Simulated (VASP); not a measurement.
# BaTiO3 in VASP: further runs

Runs on BaTiO3. Level: PBE. Tasks: single point.

All numbers are computed with VASP 6.6.1; they aren't measurements. Logs are shortened: lines on timing, memory, paths and dates and some standing lists are left out, and cuts for length are marked.

### 1 The cell of the first run

The structure is tetragonal, space group P4/mmm (No. 123). Conventional cell: a = 3.979 Å, b = 3.979 Å, c = 4.050 Å, α = 90.00°, β = 90.00°, γ = 90.00°. Ba (site symmetry 4/mmm) has 12 O at 2.81 to 2.84 Å and 8 Ti at 3.47 Å within 3.7 Å. Ti (site symmetry 4/mmm) has 6 O at 1.99 to 2.02 Å within 2.6 Å. Within 2.6 Å of O (site symmetry mmm) lie 2 Ti at 1.99 Å. O (site symmetry 4/mmm) has 2 Ti at 2.02 Å within 2.7 Å.

### 2 Single point, PBE (biaxial strain in the a-b plane: -1.0 %, then relaxed in part)

INCAR

```
SYSTEM = BaTiO3
PREC     = Accurate       ! precision mode
ENCUT    = 1340           ! plane-wave cutoff, eV
EDIFF    = 1E-6           ! SCF threshold, eV
ISMEAR   = 0              ! smearing method
SIGMA    = 0.02           ! smearing width, eV
LREAL    = .False.        ! projectors in reciprocal space
LASPH    = .True.         ! aspherical terms in the spheres
NELM     = 120            ! most SCF steps
ALGO     = Normal         ! electronic algorithm
ISIF     = 2              ! what is computed and relaxed
LWAVE    = .False.        ! write WAVECAR
LCHARG   = .False.        ! write CHGCAR
GGA      = PE             ! functional
NBANDS   = 28             ! bands
GGA_COMPAT= .False.
```

KPOINTS

```
Automatic mesh
0
Gamma
  8 8 8
  0 0 0
```

POSCAR

```
BaTiO3
1.0
    3.9790584249      0.0000000000      0.0000000000
    0.0000000000      3.9790584249      0.0000000000
    0.0000000000      0.0000000000      4.0496621971
Ba Ti O
1 1 3
Direct
    0.5000000000      0.5000000000      0.5000000000
    0.0000000000      0.0000000000      0.0000000000
    0.5000000000      0.0000000000      0.0000000000
    0.0000000000      0.5000000000      0.0000000000
    0.0000000000      0.0000000000      0.5000000000
```

Potentials or basis: VASP PAW PBE potentials, release 64 (Ba_sv, Ti_sv, O_h).

Command:

```
> cat potpaw_PBE.64/Ba_sv/POTCAR potpaw_PBE.64/Ti_sv/POTCAR potpaw_PBE.64/O_h/POTCAR > POTCAR
> mpirun -np 1 vasp_std > vasp.out
```

OUTCAR:

```text
SYSTEM = BaTiO3
   PREC = Accurate
   ENCUT = 1340
   EDIFF = 1E-6
   ISMEAR = 0
   LREAL = .False.
   LASPH = .True.
   NELM = 120
   ISIF = 2
   GGA = PE

 ion  position               nearest neighbor table
   1  0.500  0.500  0.500-   5 2.81   5 2.81   5 2.81   5 2.81   4 2.84   3 2.84   4 2.84   3 2.84
                             4 2.84   3 2.84   4 2.84   3 2.84   2 3.47   2 3.47   2 3.47   2 3.47
   2  0.000  0.000  0.000-   3 1.99   4 1.99   4 1.99   3 1.99   5 2.02   5 2.02   1 3.47   1 3.47
                             1 3.47   1 3.47   1 3.47   1 3.47   1 3.47   1 3.47
   3  0.500  0.000  0.000-   2 1.99   2 1.99   1 2.84   1 2.84   1 2.84   1 2.84
   4  0.000  0.500  0.000-   2 1.99   2 1.99   1 2.84   1 2.84   1 2.84   1 2.84
   5  0.000  0.000  0.500-   2 2.02   2 2.02   1 2.81   1 2.81   1 2.81   1 2.81

  LATTYP: Found a simple tetragonal cell.
 ALAT       =     3.9790584249
 C/A-ratio  =     1.0177438390

  Lattice vectors:

 A1 = (   3.9790584249,   0.0000000000,   0.0000000000)
 A2 = (   0.0000000000,   3.9790584249,   0.0000000000)
 A3 = (   0.0000000000,   0.0000000000,   4.0496621971)

Analysis of symmetry for initial positions (statically):
=====================================================================
 Subroutine PRICEL returns:
 Original cell was already a primitive cell.

 Routine SETGRP: Setting up the symmetry group for a
 simple tetragonal supercell.

 Subroutine GETGRP returns: Found 16 space group operations
 (whereof 16 operations were pure point group operations)
 out of a pool of 16 trial point group operations.

The static configuration has the point symmetry D_4h.

Analysis of symmetry for dynamics (positions and initial velocities):
=====================================================================
 Subroutine PRICEL returns:
 Original cell was already a primitive cell.

 Routine SETGRP: Setting up the symmetry group for a
 simple tetragonal supercell.

 Subroutine GETGRP returns: Found 16 space group operations
 (whereof 16 operations were pure point group operations)
 out of a pool of 16 trial point group operations.

The dynamic configuration has the point symmetry D_4h.

 Subroutine INISYM returns: Found 16 space group operations
 (whereof 16 operations are pure point group operations),
 and found     1 'primitive' translations

----------------------------------------------------------------------------------------

                                     Primitive cell

  volume of cell :      64.1179

  direct lattice vectors                    reciprocal lattice vectors
     3.979058425  0.000000000  0.000000000     0.251315737  0.000000000  0.000000000
     0.000000000  3.979058425  0.000000000     0.000000000  0.251315737  0.000000000
     0.000000000  0.000000000  4.049662197     0.000000000  0.000000000  0.246934177

  length of vectors
     3.979058425  3.979058425  4.049662197     0.251315737  0.251315737  0.246934177

  position of ions in fractional coordinates (direct lattice)
     0.500000000  0.500000000  0.500000000
     0.000000000  0.000000000  0.000000000
     0.500000000  0.000000000  0.000000000
     0.000000000  0.500000000  0.000000000
     0.000000000  0.000000000  0.500000000

  ion indices of the primitive-cell ions
   primitive index   ion index
                 1           1
                 2           2
                 3           3
                 4           4
                 5           5

----------------------------------------------------------------------------------------

 KPOINTS: Automatic mesh

Automatic generation of k-mesh.
 Grid dimensions read from file:
 generate k-points for:    8    8    8

 Generating k-lattice:

  Cartesian coordinates                     Fractional coordinates (reciprocal lattice)
     0.031414467  0.000000000  0.000000000     0.125000000  0.000000000  0.000000000
     0.000000000  0.031414467  0.000000000     0.000000000  0.125000000  0.000000000
     0.000000000  0.000000000  0.030866772     0.000000000  0.000000000  0.125000000

  Length of vectors
[... 47 lines left out ...]

 Free energy of the ion-electron system (eV)
  ---------------------------------------------------
  ext. energy  EPLUGINS =         0.00000000
  ---------------------------------------------------
  free energy    TOTEN  =       -39.98611634 eV

  energy without entropy =      -39.98611634  energy(sigma->0) =      -39.98611634

 E-fermi :   4.3733     XC(G=0): -11.2637

 val. band max:        4.2144786163   @ k =   0.5000   0.5000   0.5000
 cond. band min:       5.9286956060   @ k =   0.0000   0.0000   0.0000
 fundamental gap:      1.7142169897
 Fermi energy:         4.3733443022

 k-point     1 :       0.0000    0.0000    0.0000
  band No.  band energies     occupation
      1     -52.4452      2.00000
      2     -28.6580      2.00000
      3     -28.6580      2.00000
      4     -28.6524      2.00000
      5     -20.6186      2.00000
      6     -12.7086      2.00000
[... 20 lines left out ...]
     27       9.3353      0.00000
     28      11.5856      0.00000

 k-point     2 :       0.1250    0.0000    0.0000
  band No.  band energies     occupation
      1     -52.4450      2.00000
      2     -28.6663      2.00000
      3     -28.6577      2.00000
      4     -28.6521      2.00000
      5     -20.6007      2.00000
      6     -12.7074      2.00000
[... 20 lines left out ...]
     27       9.6407      0.00000
     28      11.9677      0.00000

 k-point     3 :       0.2500    0.0000    0.0000
  band No.  band energies     occupation
      1     -52.4446      2.00000
      2     -28.6861      2.00000
      3     -28.6569      2.00000
      4     -28.6514      2.00000
      5     -20.5572      2.00000
      6     -12.7583      2.00000
[... 20 lines left out ...]
     27      10.4132      0.00000
     28      12.5381      0.00000

 k-point     4 :       0.3750    0.0000    0.0000
  band No.  band energies     occupation
      1     -52.4442      2.00000
      2     -28.7058      2.00000
      3     -28.6562      2.00000
      4     -28.6506      2.00000
      5     -20.5127      2.00000
      6     -12.8592      2.00000
[... 578 lines left out ...]
     27      10.8555      0.00000
     28      12.5368      0.00000

 k-point    23 :       0.3750    0.1250    0.1250
  band No.  band energies     occupation
      1     -52.4440      2.00000
      2     -28.7049      2.00000
      3     -28.6640      2.00000
      4     -28.6567      2.00000
      5     -20.4897      2.00000
      6     -12.7308      2.00000
[... 20 lines left out ...]
     27      11.7617      0.00000
     28      12.8356      0.00000

 k-point    24 :       0.5000    0.1250    0.1250
  band No.  band energies     occupation
      1     -52.4438      2.00000
      2     -28.7130      2.00000
      3     -28.6636      2.00000
      4     -28.6564      2.00000
      5     -20.4727      2.00000
      6     -12.7643      2.00000
[... 20 lines left out ...]
     27      12.1378      0.00000
     28      12.9654      0.00000

 [... further k-points ...]
[... 5 lines left out ...]
  --------------------------------------------------------------------------------------
  -------------------------------------------------------------------------------------
  Total        1.9748525      1.9748525      0.6156175      0.0000000     -0.0000000      0.0000000
  in kB       49.3475751     49.3475751     15.3830367      0.0000000     -0.0000000      0.0000000
  external PRESSURE =      38.0260623 kB  Pullay stress =       0.0000000 kB

 VOLUME and BASIS-vectors are now :
 -----------------------------------------------------------------------------
  energy-cutoff  :     1340.00
  volume of cell :       64.12
      direct lattice vectors                 reciprocal lattice vectors
     3.979058425  0.000000000  0.000000000     0.251315737  0.000000000  0.000000000
     0.000000000  3.979058425  0.000000000     0.000000000  0.251315737  0.000000000
     0.000000000  0.000000000  4.049662197     0.000000000  0.000000000  0.246934177

 POSITION                                       TOTAL-FORCE (eV/Angst)
 -----------------------------------------------------------------------------------
      1.98953      1.98953      2.02483         0.000000      0.000000      0.000000
      0.00000      0.00000      0.00000         0.000000      0.000000      0.000000
      1.98953      0.00000      0.00000         0.000000      0.000000      0.000000
      0.00000      1.98953      0.00000         0.000000      0.000000      0.000000
      0.00000      0.00000      2.02483         0.000000      0.000000      0.000000
 -----------------------------------------------------------------------------------
    total drift:                                0.000000      0.000000      0.000000

  FREE ENERGIE OF THE ION-ELECTRON SYSTEM (eV)
  ---------------------------------------------------
  free  energy   TOTEN  =       -39.9861163400 eV

  energy  without entropy=      -39.9861163400  energy(sigma->0) =      -39.98611634
```

Run time: 7.2 min. Hardware: 1 thread of Intel Xeon Platinum 8259CL at 2.50GHz (Skylake/Cascade Lake), shared host; peak memory 0.72 GiB.

What came out:

```
Free energy            : -39.9861 eV
Pressure               : 3.8 GPa
Band gap on the k mesh : 1.71 eV (least direct gap 1.88 eV)
```

Levels at points of the mesh, in eV from the valence-band top:
```
           k point  band 18  band 19  band 20  band 21  band 22  band 23
(0.00, 0.00, 0.00)    -0.18    -0.16    -0.16     1.71     1.71     1.75
(0.50, 0.00, 0.00)    -1.92    -0.75    -0.73     1.88     3.51     3.52
(0.50, 0.50, 0.00)    -0.80    -0.80    -0.08     3.52     3.52     3.95
(0.00, 0.00, 0.50)    -1.72    -0.72    -0.72     1.89     3.37     3.37
(0.50, 0.00, 0.50)    -0.95    -0.94    -0.14     3.37     3.52     3.86
(0.50, 0.50, 0.50)    -0.03    -0.03     0.00     4.11     4.11     4.19
```

Caveat: the cell differs from its parent crystal (biaxial strain in the a-b plane: -1.0 %, then relaxed in part); the cell stands under pressure; spin-orbit coupling is left out, which moves the levels of the heavy elements. A k mesh can miss the band edges.

(Part 1 of 2 ends here.)
